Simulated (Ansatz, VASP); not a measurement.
## One calculation of SnTe2, two programs

```
Sn Te
1.0
     0.00000    3.68466    3.68466
     3.68466    0.00000    3.68466
     3.68466    3.68466    0.00000
Sn Te
1 2
Direct
  0.00000 0.00000 0.00000
  0.25000 0.25000 0.25000
  0.75000 0.75000 0.75000
```

Change from the starting cell: volume scaled by 0.97, PAW files.

Alike in both runs: task electric field gradients; functional PBE; k mesh 10 × 10 × 10; occupations fermi-dirac, width 0.05 eV; no spin polarisation.

```csv
,VASP,Ansatz
version,VASP 6.6.1,Ansatz 0.2.0
potentials or method,"VASP PAW PBE potentials, release 64 (Sn_d, Te)","PAW with Ansatz's default frozen-core files, scalar-relativistic"
plane-wave cutoff (eV),400,420
valence electrons in the cell,26,46
```

|  | VASP | Ansatz | Ansatz less VASP |
| --- | --- | --- | --- |
| pressure (GPa) | 1.2 | 1.2 | +0.04 |

VASP's potentials hold 26 valence electrons a cell and Ansatz's 46, so a difference there can come from the potentials and not from the codes.

Spin-orbit coupling is off throughout.
